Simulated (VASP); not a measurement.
Set up this calculation in VASP 6.6.1, as the native input.

| Item | Value |
| --- | --- |
| Task | single point |
| Functional | LDA |
| Potentials or basis | VASP PAW LDA potentials, release 64 (C, Si, H) |
| Cutoff | 520 eV |
| k mesh | 4 × 8 × 1 |
| Occupations | gaussian, width 0.05 eV |
| Spin | no spin polarisation |
| Dipole correction | yes |
| Further INCAR settings | LREAL = Auto; ALGO = Normal; EDIFF = 1e-07; NBANDS = 45 |

The structure of Si3H2C4 lies in POSCAR:

```
Si3H2C4
1.0
    6.1223116280      0.0000000000      0.0000000000
    0.0000000000      3.0611558140      0.0000000000
    0.0000000000      0.0000000000     19.9960979072
C Si H
8 6 4
Direct
    0.5000000000      0.5000000000      0.2326656844
    0.0000000000      0.5000000000      0.2326656844
    0.7500000000      0.0000000000      0.3409150060
    0.2500000000      0.0000000000      0.3409150060
   -0.0000799532      0.5000000000      0.4565023280
    0.4999424697      0.5000000000      0.4372963530
    0.3877873388      0.0000000000      0.5386765165
    0.6120029513      0.0000000000      0.5386765165
    0.2500000000      0.5000000000      0.2867903452
    0.7500000000      0.5000000000      0.2867903452
    0.4999780970      0.0000000000      0.3895093987
    0.0000084998      0.0000000000      0.3976932736
    0.7245199854      0.5000000000      0.5011173688
    0.2753287627      0.5000000000      0.5011285144
    0.5000000000      0.2236746754      0.1987605550
    0.5000000000      0.7763253246      0.1987605550
    0.0000000000      0.7759774367      0.1986431602
    0.0000000000      0.2240225633      0.1986431602
```

The input as run:

INCAR

```
SYSTEM = Si3H2C4
ALGO = Normal
DIPOL = 0.5 0.5 0.349
EDIFF = 1E-7
ENCUT = 520
GGA = CA
IDIPOL = 3
ISIF = 2
ISMEAR = 0
LASPH = .True.
LCHARG = .True.
LDIPOL = .True.
LELF = .True.
LREAL = Auto
LVACPOTAV = .True.
LVHAR = .True.
LWAVE = .False.
NBANDS = 45
NELM = 80
PREC = Accurate
SIGMA = 0.05
```

KPOINTS

```
k-points
0
Gamma
  4 8 1
  0 0 0
```

Potentials or basis: VASP PAW LDA potentials, release 64 (C, Si, H).

Launch:

```sh
$ cat potpaw_LDA.64/C/POTCAR potpaw_LDA.64/Si/POTCAR potpaw_LDA.64/H/POTCAR > POTCAR
$ mpirun -np 1 vasp_std > vasp.out
```

It gave:

```json
{
  "Largest force": "1.339 eV/Å",
  "Band gap on the k mesh": "0.07 eV, indirect (least direct gap 0.92 eV)"
}
```

It took 11 min on 1 thread of Intel Xeon 6975P-C, with other jobs on the host, peak memory 0.42 GiB.
